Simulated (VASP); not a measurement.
A run of VASP 6.6.1:

The input INCAR:

```
SYSTEM = CuSn9
PREC = Accurate
ENCUT = 520
EDIFF = 1E-7
ISMEAR = -1
SIGMA = 0.05
LREAL = Auto
LASPH = .TRUE.
NELM = 60
ALGO = Normal
ISIF = 2
LWAVE = .FALSE.
LCHARG = .TRUE.
GGA = PE
LELF = .TRUE.
LVHAR = .TRUE.
ISYM = 0
NBANDS = 153
```

KPOINTS

```
Automatic mesh
0
Gamma
  1 1 1
  0.25 0.25 0.25
```

Contents of POSCAR:

```
CuSn9
1.0
    8.3998450000      0.1576840000     -0.2106840000
    0.1576840000      8.2568420000      0.2237670000
   -0.2106840000      0.2237670000      8.1678800000
Sn Cu
18 2
Direct
    0.0484098425      0.5467590551      0.1482140465
    0.8075763678      0.0163471726      0.4722238159
    0.8962169833      0.5231550090      0.7705991949
    0.1180628546      0.1880420312      0.3707205974
    0.5042063068      0.9033278243      0.8643616513
    0.1609970433      0.2800790293      0.7392691931
    0.1360746348      0.0241727102     -0.0007286232
    0.7618654504      0.2915544251      0.1842102971
    0.3556049902      0.3360660169      0.0841356383
    0.4313526333      0.9781562172      0.3217465261
    0.4898585291      0.6630994151      0.1713033967
    0.4578671331      0.5021692928      0.8078544693
    0.7485302085      0.5776029423      0.4266649193
    0.7337861759      0.1716472482      0.8101572277
    0.8332119977      0.8807574802      0.1436558786
    0.1470577330      0.6763624078      0.4732950441
    0.1872501138      0.7380419249      0.8150848415
    0.4313008006      0.3989055112      0.4663376896
    0.0584606737     -0.0013478603      0.6806310004
    0.5095376268      0.1269455809      0.5936016682
```

Potentials or basis: VASP PAW PBE potentials, release 64 (Sn_d, Cu).

Command:

```console
$ cat potpaw_PBE.64/Sn_d/POTCAR potpaw_PBE.64/Cu/POTCAR > POTCAR
$ mpirun -np 1 vasp_std > vasp.out
```

Hardware: 1 thread of Intel(R) Xeon(R) 6975P-C (Granite Rapids), with other jobs on the host.

Question: Estimate the wall time of this run.

Answer: Wall time 2.6 min on 1 thread of Intel(R) Xeon(R) 6975P-C (Granite Rapids), with other jobs on the host, peak memory 0.55 GiB. Counts: scf iterations 20, k points 1.
